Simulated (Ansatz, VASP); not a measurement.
**Two plane-wave programs on Ta3N**

```xyz
8
Lattice="5.4699 0.0000 0.0000 -2.7349 4.7370 0.0000 0.0000 0.0000 4.7919" Properties=species:S:1:pos:R:3 pbc="T T T"
Ta    2.7349    3.1645    1.1980
Ta   -1.3731    3.9508    3.5939
Ta    1.3618    0.7863    1.1980
Ta    0.0000    1.5725    3.5939
Ta    4.1080    0.7863    1.1980
Ta    1.3731    3.9508    3.5939
N     0.0000    3.1580    1.1980
N     2.7349    1.5790    3.5939
```

Alike in both runs: functional PBE; k mesh 12 × 12 × 8; occupations gaussian, width 0.1 eV; no spin polarisation.

Ansatz relaxed the structure, and its values are those at the end. VASP's run is a single point on that final structure, the one shown.

|  | VASP | Ansatz |
| --- | --- | --- |
| version | VASP 6.6.1 | Ansatz 0.2.0 |
| potentials or method | VASP PAW PBE potentials, release 64 (Ta_pv, N), cutoff 520 eV | scalar-relativistic, plane waves, PAW |
| valence electrons in the cell | 76 | 88 |

|  | VASP | Ansatz | Ansatz less VASP |
| --- | --- | --- | --- |
| gap on the k mesh at the Fermi level (eV) | none | none | - |
| pressure (GPa) | 0.2 | 0.0 | -0.20 |

A gap of «none» marks a metal or a gap that the smearing closes. The functional is the same, so the differences come from potentials, cutoffs and numerics. VASP's potentials hold 76 valence electrons a cell and Ansatz's 88, so a difference there can come from the potentials and not from the codes.

Spin-orbit coupling is off throughout.
